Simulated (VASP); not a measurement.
Input of a VASP 6.6.1 run:

The input INCAR:

```
PREC     = Accurate       # precision mode
ENCUT    = 500            # plane-wave cutoff, eV
EDIFF    = 1E-7           # SCF threshold, eV
ISMEAR   = 0              # smearing method
SIGMA    = 0.15           # smearing width, eV
LREAL    = False          # projectors in reciprocal space
LASPH    = True           # aspherical terms in the spheres
NELM     = 120            # most SCF steps
ALGO     = Normal         # electronic algorithm
ISIF     = 3              # what is computed and relaxed
LWAVE    = False          # write WAVECAR
LCHARG   = False          # write CHGCAR
GGA      = PE             # functional
IBRION   = 2              # ionic algorithm
NSW      = 36             # ionic steps
EDIFFG   = -0.08          # ionic threshold
GGA_COMPAT= False        
NELMIN   = 4
```

File KPOINTS:

```
regular mesh
0
Gamma
  3 3 3
```

The input POSCAR:

```
BiSbS4
1.0
   -3.2300000000      3.2300000000      7.1000000000
    3.2300000000     -3.2300000000      7.1000000000
    3.2300000000      3.2300000000     -7.1000000000
Sb Bi S
2 2 8
Direct
    0.0000000000      0.0000000000      0.0000000000
    0.7500000000      0.2500000000      0.5000000000
    0.2500000000      0.7500000000      0.5000000000
    0.5000000000      0.5000000000      0.0000000000
    0.6450000000      0.0550000000      0.8900000000
    0.1650000000      0.7550000000      0.1100000000
    0.9450000000      0.8350000000      0.5900000000
    0.2450000000      0.3550000000      0.4100000000
    0.5850000000      0.4950000000      0.3900000000
    0.8050000000      0.4150000000      0.9100000000
    0.1050000000      0.1950000000      0.6100000000
    0.5050000000      0.8950000000      0.0900000000
```

Potentials or basis: VASP PAW PBE potentials, release 64 (Sb, Bi_d, S).

Command:

```console
$ cat potpaw_PBE.64/Sb/POTCAR potpaw_PBE.64/Bi_d/POTCAR potpaw_PBE.64/S/POTCAR > POTCAR
$ mpirun -np 1 vasp_std > vasp.out
```

Question: Estimate the space group after relaxing (to 0.1 Å).

Answer: I4_1/a (No. 88).

Question: Estimate the relaxed cell.

Answer: a = 8.659 Å, b = 8.659 Å, c = 8.659 Å, α = 136.78°, β = 136.78°, γ = 62.77°.

Final structure:
```cif
data_structure
_symmetry_space_group_name_H-M 'P 1'
_symmetry_Int_Tables_number 1
_cell_length_a 8.6592
_cell_length_b 8.6592
_cell_length_c 8.6592
_cell_angle_alpha 136.784
_cell_angle_beta 136.784
_cell_angle_gamma 62.771
_cell_volume 300.67
loop_
_atom_site_label
_atom_site_type_symbol
_atom_site_fract_x
_atom_site_fract_y
_atom_site_fract_z
_atom_site_occupancy
Sb1 Sb 0.00000 0.00000 0.00000 1
Sb2 Sb 0.75000 0.25000 0.50000 1
Bi1 Bi 0.25000 0.75000 0.50000 1
Bi2 Bi 0.50000 0.50000 0.00000 1
S1 S 0.64996 0.09392 0.91822 1
S2 S 0.17570 0.73174 0.08178 1
S3 S 0.90608 0.82430 0.55604 1
S4 S 0.26826 0.35004 0.44396 1
S5 S 0.57430 0.51826 0.41822 1
S6 S 0.84392 0.42570 0.94396 1
S7 S 0.10004 0.15608 0.58178 1
S8 S 0.48174 0.89996 0.05604 1
```
